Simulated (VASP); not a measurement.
# Ir (Pm-3m) in VASP: notebook

Runs on Ir. Level: BLYP. Tasks: single point.

Program: VASP 6.6.1. These are calculated values, not measurements. Logs are shortened: lines on timing, memory, paths and dates and some standing lists are left out, and cuts for length are marked.

### 1 The cell of the first run

Symmetry: Pm-3m, No. 221, cubic system. The conventional cell has a = 2.546 Å, b = 2.546 Å, c = 2.546 Å, α = 90.00°, β = 90.00°, γ = 90.00°. Within 3.4 Å of Ir (site symmetry m-3m) lie 6 Ir at 2.55 Å.

This isn't the form of Ir at room conditions, which is fcc.

### 2 Single point, BLYP (16.49 Å³/atom)

Contents of INCAR:

```
SYSTEM = Ir
  PREC = Accurate
  ENCUT = 560
  EDIFF = 1E-6
  ISMEAR = -1
  SIGMA = 0.1
  LREAL = .False.
  LASPH = .True.
  NELM = 120
  ALGO = Normal
  ISIF = 2
  LWAVE = .False.
  LCHARG = .True.
  GGA = B5
  ALDAX = 1.0
  AGGAX = 1.0
  AGGAC = 1.0
  ALDAC = 0.0
  LELF = .True.
  LVHAR = .True.
  NBANDS = 14
  GGA_COMPAT = .False.
```

Contents of KPOINTS:

```
regular mesh
0
Gamma
  13 13 13
  0 0 0
```

Contents of POSCAR:

```
Ir
1.0
    2.5455336017      0.0000000000      0.0000000000
    0.0000000000      2.5455336017      0.0000000000
    0.0000000000      0.0000000000      2.5455336017
Ir
1
Direct
    0.0000000000      0.0000000000      0.0000000000
```

Potentials or basis: VASP PAW PBE potentials, release 64 (Ir_sv_GW).

Started as:

```
cat potpaw_PBE.64/Ir_sv_GW/POTCAR > POTCAR
mpirun -np 1 vasp_std > vasp.out
```

OUTCAR:

```text
SYSTEM = Ir
   PREC = Accurate
   ENCUT = 560
   EDIFF = 1E-6
   ISMEAR = -1
   LREAL = .False.
   LASPH = .True.
   NELM = 120
   ISIF = 2
   GGA = B5

 ion  position               nearest neighbor table
   1  0.000  0.000  0.000-

  LATTYP: Found a simple cubic cell.
 ALAT       =     2.5455336017

  Lattice vectors:

 A1 = (   2.5455336017,   0.0000000000,   0.0000000000)
 A2 = (   0.0000000000,   2.5455336017,   0.0000000000)
 A3 = (   0.0000000000,   0.0000000000,   2.5455336017)

Analysis of symmetry for initial positions (statically):
=====================================================================
 Subroutine PRICEL returns:
 Original cell was already a primitive cell.

 Routine SETGRP: Setting up the symmetry group for a
 simple cubic supercell.

 Subroutine GETGRP returns: Found 48 space group operations
 (whereof 48 operations were pure point group operations)
 out of a pool of 48 trial point group operations.

The static configuration has the point symmetry O_h .

Analysis of symmetry for dynamics (positions and initial velocities):
=====================================================================
 Subroutine PRICEL returns:
 Original cell was already a primitive cell.

 Routine SETGRP: Setting up the symmetry group for a
 simple cubic supercell.

 Subroutine GETGRP returns: Found 48 space group operations
 (whereof 48 operations were pure point group operations)
 out of a pool of 48 trial point group operations.

The dynamic configuration has the point symmetry O_h .

 Subroutine INISYM returns: Found 48 space group operations
 (whereof 48 operations are pure point group operations),
 and found     1 'primitive' translations

----------------------------------------------------------------------------------------

                                     Primitive cell

  volume of cell :      16.4944

  direct lattice vectors                    reciprocal lattice vectors
     2.545533602  0.000000000  0.000000000     0.392844942  0.000000000  0.000000000
     0.000000000  2.545533602  0.000000000     0.000000000  0.392844942  0.000000000
     0.000000000  0.000000000  2.545533602     0.000000000  0.000000000  0.392844942

  length of vectors
     2.545533602  2.545533602  2.545533602     0.392844942  0.392844942  0.392844942

  position of ions in fractional coordinates (direct lattice)
     0.000000000  0.000000000  0.000000000

  ion indices of the primitive-cell ions
   primitive index   ion index
                 1           1

[... 80 lines left out ...]
   TEBEG  =    0.0;   TEEND  =   0.0 temperature during run
   PSTRESS=    0.0 pullay stress
   NELECT =      17.0000    total number of electrons
   NUPDOWN=      -1.0000    fix difference up-down
   EMIN   =  10.00;   EMAX   =-10.00  energy-range for DOS
   EFERMI =   0.00;   METHOD = LEGACY
   ISMEAR =    -1;   SIGMA  =   0.10  broadening in eV -4-tet -1-fermi 0-gaus
   EFERMI_NEDOS =   21; number of points for ismear=-14 and -15
   IALGO  =     38    algorithm
   IMIX   =      4    mixing-type and parameters
     AMIX     =   0.40;   BMIX     =  1.00
     AMIX_MAG =   1.60;   BMIX_MAG =  1.00
  volume/ion in A,a.u.               =      16.49       111.31
  Fermi-wavevector in a.u.,A,eV,Ry     =   1.653658  3.124960 37.206275  2.734584
  Thomas-Fermi vector in A             =   2.742058
   LORBIT       =      0    0 simple, 1 ext, 2 COOP (PROOUT), +10 PAW based schemes
   GGA     = B5    functional components
   LHFCALC =     F    Hartree Fock is set to
   AEXX    =    0.0000 exact exchange contribution
   IVDW    =     0    specifies the selected vdW correction
   LEPSILON=     F    determine dielectric tensor
   LRPA    =     F    only Hartree local field effects (RPA)
 non-spin polarized calculation
  energy-cutoff  :      560.00
  volume of cell :       16.49
 maximum number of plane-waves:       509
 NGX is ok and might be reduce to    20
   NGX =  9   NGY =  9   NGZ =  9

 number of electron      17.0000000 magnetization

 Free energy of the ion-electron system (eV)
  ---------------------------------------------------
  ext. energy  EPLUGINS =         0.00000000
  ---------------------------------------------------
  free energy    TOTEN  =        -7.32153600 eV

  energy without entropy =       -7.26954291  energy(sigma->0) =       -7.29553945

 E-fermi :  10.5524     XC(G=0): -12.6906

 val. band max:       10.5505690002   @ k =   0.2308   0.1538   0.0000
 cond. band min:      10.5776692612   @ k =   0.3077   0.2308   0.0769
 fundamental gap:      0.0271002610
 Fermi energy:        10.5524232733

 k-point     1 :       0.0000    0.0000    0.0000
  band No.  band energies     occupation
      1     -81.2329      2.00000
      2     -37.9598      2.00000
      3     -37.9598      2.00000
      4     -37.9598      2.00000
      5       1.4211      2.00000
      6       4.4188      2.00000
      7       4.4188      2.00000
      8      11.9153      0.00000
      9      11.9153      0.00000
     10      11.9153      0.00000
     11      26.2035      0.00000
     12      26.2035      0.00000
     13      26.2035      0.00000
     14      32.9886      0.00000
[... 377 lines left out ...]
      1     -81.1504      2.00000
      2     -38.6107      2.00000
      3     -38.4399      2.00000
      4     -37.8530      2.00000
      5       4.9999      2.00000
      6       5.4549      2.00000
      7       9.3175      1.99999
      8       9.6775      1.99968
      9      10.2634      1.89474
     10      11.6222      0.00005
     11      18.9403      0.00000
     12      23.8462      0.00000
     13      28.2677      0.00000
     14      32.2308      0.00000

 [... further k-points ...]

------------------------ aborting loop because EDIFF is reached ----------------------------------------

  FORCE on cell =-STRESS in cart. coord.  units (eV):
  Direction    XX          YY          ZZ          XY          YZ          ZX
  --------------------------------------------------------------------------------------
  -------------------------------------------------------------------------------------
  Total        2.1615556      2.1615556      2.1615556     -0.0000000      0.0000000      0.0000000
  in kB      209.9619007    209.9619007    209.9619007     -0.0000000      0.0000000      0.0000000
  external PRESSURE =     209.9619007 kB  Pullay stress =       0.0000000 kB

 VOLUME and BASIS-vectors are now :
 -----------------------------------------------------------------------------
  energy-cutoff  :      560.00
  volume of cell :       16.49
      direct lattice vectors                 reciprocal lattice vectors
     2.545533602  0.000000000  0.000000000     0.392844942  0.000000000  0.000000000
     0.000000000  2.545533602  0.000000000     0.000000000  0.392844942  0.000000000
     0.000000000  0.000000000  2.545533602     0.000000000  0.000000000  0.392844942

 POSITION                                       TOTAL-FORCE (eV/Angst)
 -----------------------------------------------------------------------------------
      0.00000      0.00000      0.00000         0.000000      0.000000      0.000000
 -----------------------------------------------------------------------------------
    total drift:                               -0.000000      0.000000      0.000000

  FREE ENERGIE OF THE ION-ELECTRON SYSTEM (eV)
  ---------------------------------------------------
  free  energy   TOTEN  =        -7.3215359964 eV

  energy  without entropy=       -7.2695429100  energy(sigma->0) =       -7.29553945
```

It took 13 s on 1 thread of Intel Xeon Platinum 8488C (Sapphire Rapids), shared host; peak memory 0.14 GiB.

What came out:

* Free energy: -7.3215 eV
* Pressure: 21.0 GPa
* Band gap on the k mesh: zero (an odd number of electrons rules out a gap without spin polarisation)

Caveat: the cell stands under pressure; the PAW data sets were made with another functional, which shifts forces and pressure a little; spin-orbit coupling is left out, which moves the levels of the heavy elements.

[end of part 1 of 2]

The gap in the log of VASP goes by the Fermi energy; the results here count the filled bands.